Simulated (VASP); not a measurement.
# CuO (P6_3/mmc) in VASP: further runs, part 2 of 3

VASP 6.6.1.

**3. Relaxation of cell and atoms, PBEsol, target pressure 20 GPa, at which the enthalpy is minimised**

Contents of INCAR:

```
PREC = Accurate
ENCUT = 600
EDIFF = 1E-6
ISMEAR = -1
SIGMA = 0.05
LREAL = F
LASPH = T
NELM = 60
ALGO = Normal
ISIF = 3
LWAVE = F
LCHARG = F
GGA = PS
IBRION = 2
NSW = 60
EDIFFG = -0.01
PSTRESS = 200.0
```

Contents of KPOINTS:

```
Automatic mesh
0
Gamma
  10 10 6
```

Contents of POSCAR:

```
CuO
1.0
    3.1795331000      0.0000000000      0.0000000000
   -1.5897665500      2.7535564400      0.0000000000
    0.0000000000      0.0000000000      4.4314907300
Cu O
2 2
Direct
    0.0000000000      0.0000000000      0.0000000000
    0.0000000000      0.0000000000      0.5000000000
    0.3333333333      0.6666666667      0.2500000000
    0.6666666667      0.3333333333      0.7500000000
```

Potentials or basis: VASP PAW PBE potentials, release 64 (Cu, O).

Started as:

```console
> cat potpaw_PBE.64/Cu/POTCAR potpaw_PBE.64/O/POTCAR > POTCAR
> mpirun -np 1 vasp_std > vasp.out
```

OUTCAR:

```text
PREC = Accurate
   ENCUT = 600
   EDIFF = 1E-6
   ISMEAR = -1
   LREAL = F
   LASPH = T
   NELM = 60
   ISIF = 3
   GGA = PS
   IBRION = 2
   NSW = 60
   EDIFFG = -0.01
   PSTRESS = 200.0

 ion  position               nearest neighbor table
   1  0.000  0.000  0.000-   3 2.14   4 2.14   4 2.14   3 2.14   4 2.14   3 2.14   2 2.22   2 2.22

   2  0.000  0.000  0.500-   3 2.14   4 2.14   4 2.14   3 2.14   4 2.14   3 2.14   1 2.22   1 2.22

   3  0.333  0.667  0.250-   1 2.14   2 2.14   1 2.14   2 2.14   1 2.14   2 2.14
   4  0.667  0.333  0.750-   1 2.14   2 2.14   1 2.14   2 2.14   1 2.14   2 2.14

  LATTYP: Found a hexagonal cell.
 ALAT       =     3.1795331000
 C/A-ratio  =     1.3937551806

  Lattice vectors:

 A1 = (   3.1795331000,   0.0000000000,   0.0000000000)
 A2 = (  -1.5897665500,   2.7535564400,   0.0000000000)
 A3 = (   0.0000000000,   0.0000000000,   4.4314907300)

Analysis of symmetry for initial positions (statically):
=====================================================================
 Subroutine PRICEL returns:
 Original cell was already a primitive cell.

 Routine SETGRP: Setting up the symmetry group for a
 hexagonal supercell.

 Subroutine GETGRP returns: Found 24 space group operations
 (whereof 12 operations were pure point group operations)
 out of a pool of 24 trial point group operations.

The static configuration has the point symmetry D_3d.
 The point group associated with its full space group is D_6h.

Analysis of symmetry for dynamics (positions and initial velocities):
=====================================================================
 Subroutine PRICEL returns:
 Original cell was already a primitive cell.

 Routine SETGRP: Setting up the symmetry group for a
 hexagonal supercell.

 Subroutine GETGRP returns: Found 24 space group operations
 (whereof 12 operations were pure point group operations)
 out of a pool of 24 trial point group operations.

The dynamic configuration has the point symmetry D_3d.
 The point group associated with its full space group is D_6h.

 Subroutine INISYM returns: Found 24 space group operations
 (whereof 12 operations are pure point group operations),
 and found     1 'primitive' translations

----------------------------------------------------------------------------------------

                                     Primitive cell

  volume of cell :      38.7978

  direct lattice vectors                    reciprocal lattice vectors
     3.179533100  0.000000000  0.000000000     0.314511587  0.181583349  0.000000000
    -1.589766550  2.753556440  0.000000000     0.000000000  0.363166698  0.000000000
     0.000000000  0.000000000  4.431490730     0.000000000  0.000000000  0.225657699

  length of vectors
     3.179533100  3.179533103  4.431490730     0.363166698  0.363166698  0.225657699

  position of ions in fractional coordinates (direct lattice)
     0.000000000  0.000000000  0.000000000
     0.000000000  0.000000000  0.500000000
     0.333333333  0.666666667  0.250000000
     0.666666667  0.333333333  0.750000000

  ion indices of the primitive-cell ions
   primitive index   ion index
                 1           1
                 2           2
                 3           3
[... 61 lines left out ...]
   NGX,Y,Z   is equivalent  to a cutoff of  14.64, 14.64, 13.51 a.u.
   NGXF,Y,Z  is equivalent  to a cutoff of  29.28, 29.28, 27.01 a.u.
 SYSTEM =  unknown system
   PREC   = accura    normal or accurate (medium, high low for compatibility)
   ISTART =      0    job   : 0-new  1-cont  2-samecut
   ICHARG =      2    charge: 1-file 2-atom 10-const
   ISPIN  =      1    spin polarized calculation?
   LNONCOLLINEAR =      F non collinear calculations
   LSORBIT =      F    spin-orbit coupling
   LASPH  =      T    aspherical Exc in radial PAW
   ENCUT  =  600.0 eV  44.10 Ry    6.64 a.u.   6.35  6.35  8.85*2*pi/ulx,y,z
   NELM   =     60;   NELMIN=  2; NELMDL= -5     # of ELM steps
   EDIFF  = 0.1E-05   stopping-criterion for ELM
   LREAL  =      F    real-space projection
   EDIFFG = -.1E-01   stopping-criterion for IOM
   NSW    =     60    number of steps for IOM
   IBRION =      2    ionic relax: 0-MD 1-quasi-New 2-CG
   NFREE  =      1    steps in history (QN), initial steepest desc. (CG)
   ISIF   =      3    stress and relaxation
   ISYM   =      2    0-nonsym 1-usesym 2-fastsym
   POTIM  = 0.5000    time-step for ionic-motion
   TEBEG  =    0.0;   TEEND  =   0.0 temperature during run
   PSTRESS=  200.0 pullay stress
   NELECT =      34.0000    total number of electrons
   NUPDOWN=      -1.0000    fix difference up-down
   EMIN   =  10.00;   EMAX   =-10.00  energy-range for DOS
   EFERMI =   0.00;   METHOD = LEGACY
   ISMEAR =    -1;   SIGMA  =   0.05  broadening in eV -4-tet -1-fermi 0-gaus
   EFERMI_NEDOS =   21; number of points for ismear=-14 and -15
   IALGO  =     38    algorithm
   IMIX   =      4    mixing-type and parameters
     AMIX     =   0.40;   BMIX     =  1.00
     AMIX_MAG =   1.60;   BMIX_MAG =  1.00
  volume/ion in A,a.u.               =       9.70        65.46
  Fermi-wavevector in a.u.,A,eV,Ry     =   1.566626  2.960494 33.393023  2.454318
  Thomas-Fermi vector in A             =   2.668926
   LORBIT       =      0    0 simple, 1 ext, 2 COOP (PROOUT), +10 PAW based schemes
   GGA     = PS    functional components
   LHFCALC =     F    Hartree Fock is set to
   AEXX    =    0.0000 exact exchange contribution
   IVDW    =     0    specifies the selected vdW correction
   LEPSILON=     F    determine dielectric tensor
   LRPA    =     F    only Hartree local field effects (RPA)
 conjugate gradient relaxation of ions
 non-spin polarized calculation
  energy-cutoff  :      600.00
  volume of cell :       38.80
 maximum number of plane-waves:      1326
 NGX is ok and might be reduce to    28
   NGX = 13   NGY = 13   NGZ = 17

--------------------------------------- Ionic step        1  -------------------------------------------

 number of electron      34.0000023 magnetization

 Free energy of the ion-electron system (eV)
  ---------------------------------------------------
  ext. energy  EPLUGINS =         0.00000000
  ---------------------------------------------------
  free energy    TOTEN  =       -19.98944587 eV

  energy without entropy =      -19.96189489  energy(sigma->0) =      -19.97567038

------------------------ aborting loop because EDIFF is reached ----------------------------------------

  FORCE on cell =-STRESS in cart. coord.  units (eV):
  Direction    XX          YY          ZZ          XY          YZ          ZX
  --------------------------------------------------------------------------------------
  -------------------------------------------------------------------------------------
  Total       -4.2789165     -4.2789165      6.8010581      0.0000000      0.0000000      0.0000000
  in kB     -176.7002718   -176.7002722    280.8535306      0.0000000      0.0000000      0.0000000
  external PRESSURE =    -224.1823378 kB  Pullay stress =     200.0000000 kB
[... 103 lines left out ...]
  energy  without entropy=      -20.1177243410  energy(sigma->0) =      -20.13017260

  enthalpy is  TOTEN    =       -16.0200190439 eV   P V=        4.1226018119

[... ionic steps 4 to 7 ...]

--------------------------------------- Ionic step        8  -------------------------------------------

 number of electron      33.9999967 magnetization

------------------------ aborting loop because EDIFF is reached ----------------------------------------
[... 75 lines left out ...]
--------------------------------------- Ionic step       10  -------------------------------------------

 number of electron      33.9999968 magnetization

 Free energy of the ion-electron system (eV)
  ---------------------------------------------------
  ext. energy  EPLUGINS =         0.00000000
  ---------------------------------------------------
  free energy    TOTEN  =       -20.54948867 eV

  energy without entropy =      -20.52032436  energy(sigma->0) =      -20.53490652

 E-fermi :   7.7207     XC(G=0): -13.3146

 val. band max:        7.7160365067   @ k =   0.5000   0.0000   0.3333
 cond. band min:       7.7252200597   @ k =   0.4000   0.0000   0.3333
 fundamental gap:      0.0091835530
 Fermi energy:         7.7207202627

 k-point     1 :       0.0000    0.0000    0.0000
  band No.  band energies     occupation
      1     -12.9330      2.00000
      2     -11.4907      2.00000
      3      -1.1828      2.00000
      4       2.1435      2.00000
      5       2.1435      2.00000
      6       3.6502      2.00000
[... 565 lines left out ...]
     20      15.9758      0.00000
     21      16.9655      0.00000

 [... further k-points ...]

------------------------ aborting loop because EDIFF is reached ----------------------------------------

  FORCE on cell =-STRESS in cart. coord.  units (eV):
  Direction    XX          YY          ZZ          XY          YZ          ZX
  --------------------------------------------------------------------------------------
  -------------------------------------------------------------------------------------
  Total        4.2823493      4.2823493      4.2645010      0.0000000     -0.0000000      0.0000000
  in kB      201.7998517    201.7998522    200.9587770      0.0000000     -0.0000000      0.0000000
  external PRESSURE =       1.5194936 kB  Pullay stress =     200.0000000 kB
[... 23 lines left out ...]
  energy  without entropy=      -20.5203243596  energy(sigma->0) =      -20.53490652

  enthalpy is  TOTEN    =       -16.3053336262 eV   P V=        4.2441550480

 reached required accuracy - stopping structural energy minimisation
```

CONTCAR:

```text
CuO
   1.00000000000000
     2.8147316416619357    0.0000000000000000    0.0000000000000000
    -1.4073658208309678    2.4376291098267115   -0.0000000000000000
    -0.0000000000000000   -0.0000000000000000    4.9552686549158720
  Cu              O
     2     2
Direct
     0.0000000000000000    0.0000000000000000    0.0000000000000000
     0.0000000000000000    1.0000000000000000    0.5000000000000000
     0.3333333332999970    0.6666666667000030    0.2500000000000000
     0.6666666667000030    0.3333333332999970    0.7500000000000000

  0.00000000E+00  0.00000000E+00  0.00000000E+00
  0.00000000E+00  0.00000000E+00  0.00000000E+00
  0.00000000E+00  0.00000000E+00  0.00000000E+00
  0.00000000E+00  0.00000000E+00  0.00000000E+00
```

Run time: 2.9 min. Hardware: 1 thread of Intel Xeon 6975P-C (Granite Rapids), shared host; peak memory 0.21 GiB.

Results:

```
Free energy                                                : -20.5495 eV
Relaxed volume                                             : 8.50 Å³/atom
Relaxed cell                                               : a = 2.815 Å, b = 2.815 Å, c = 4.955 Å, α = 90.00°, β = 90.00°, γ = 120.00°
Space group after relaxing (to 0.1 Å)                      : P6_3/mmc (No. 194)
Energy change on relaxing (the run minimises the enthalpy) : -140.0 meV/atom
Ionic steps                                                : 10
Pressure after relaxing                                    : 20.2 GPa
Band gap on the k mesh                                     : zero (bands 17 and 18 overlap by 1.15 eV)
```

The path:
| step | energy change (eV) | largest force (eV/Å) | pressure (GPa) | volume (Å³) |
| --- | --- | --- | --- | --- |
| 1 | 0.0000 | 0.0000 | -2.42 | 38.80 |
| 2 | 0.1383 | 0.0000 | 51.14 | 31.46 |
| 3 | -0.1532 | 0.0000 | 33.86 | 33.03 |
| 4 | -0.5944 | 0.0000 | 17.95 | 34.32 |
| 5 | -0.6063 | 0.0000 | 16.81 | 34.41 |
| 6 | -0.6031 | 0.0000 | 17.11 | 34.38 |
| 7 | -0.5319 | 0.0000 | 21.85 | 33.78 |
| 8 | -0.5581 | 0.0000 | 20.25 | 33.98 |
| 9 | -0.5571 | 0.0000 | 20.36 | 33.98 |
| 10 | -0.5600 | 0.0000 | 20.15 | 34.00 |

Final structure:
```
Cu O
1.0
     2.81473    0.00000    0.00000
    -1.40737    2.43763    0.00000
     0.00000    0.00000    4.95527
Cu O
2 2
Direct
  0.00000 0.00000 0.00000
  0.00000 0.00000 0.50000
  0.33333 0.66667 0.25000
  0.66667 0.33333 0.75000
```

Levels at points of the mesh, in eV from the Fermi level:
```
           k point  band 14  band 15  band 16  band 17  band 18  band 19  band 20  band 21
(0.00, 0.00, 0.00)    -2.11    -2.11    -1.29     0.57     0.57     1.76     6.25     9.65
(0.50, 0.00, 0.00)    -2.00    -1.63    -1.42     0.42     0.61     6.46     8.27     8.81
(0.00, 0.00, 0.50)    -2.46    -0.40    -0.40    -0.40    -0.40     4.59     4.59    11.78
(0.50, 0.00, 0.50)    -1.84    -0.64    -0.64    -0.43    -0.43     6.13     6.13    10.69
```

Caveat: the cell is relaxed towards a set pressure, so the run minimises the enthalpy, not the energy; the PAW data sets were made with another functional, which shifts forces and pressure a little; semilocal functionals often make such compounds metallic where correlation or magnetic order opens a gap, which also shifts bond lengths.

(Continued in part 3 of 3.)
